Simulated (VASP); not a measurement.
Runs of VASP 6.6.1 on Ge. The structure is that of space group I4_1/amd (No. 141), or close to it. The cells are those of the table. 

```tsv
task	level	potentials or basis	cell	cutoff (eV)	gap on the mesh (eV)	pressure (GPa)	relaxed volume (Å³/atom)
single point	PBEsol+D3(BJ)	VASP PAW PBE potentials, release 64 (Ge_d)	a = 3.834 Å, angles 97.5, 97.5, 137.8°, 2 atoms	520	none	-0.1	-
single point	BLYP+D3(BJ)	VASP PAW PBE potentials, release 64 (Ge_d)	a = 3.932 Å, angles 97.6, 97.6, 137.4°, 2 atoms	520	none	0.0	-
relaxation of cell and atoms	LDA	VASP PAW LDA potentials, release 64 (Ge_d)	relaxed from a = 3.900 Å, angles 97.4, 97.4, 138.0°, 2 atoms	600	none	0.1	17.92
relaxation of cell and atoms	BLYP+D3(BJ)	VASP PAW PBE potentials, release 64 (Ge_d)	relaxed from a = 3.900 Å, angles 97.4, 97.4, 138.0°, 2 atoms	600	none	0.0	(a)
single point	LDA	VASP PAW LDA potentials, release 64 (Ge_d)	a = 3.850 Å, angles 97.5, 97.5, 137.7°, 2 atoms	520	none	0.0	-
```

Alike in all rows: no spin polarisation; k mesh 12 × 12 × 12; smearing methfessel-paxton 0.1 eV.

Question: Estimate the missing entries.

Answer: (a) 19.21.

Caveats: the PAW data sets were made with another functional, which shifts forces and pressure a little (at least some runs).

A k mesh can miss the band edges, and the runs leave out spin-orbit coupling on Ge.

A gap of «none» marks levels without a gap at the run's occupations.
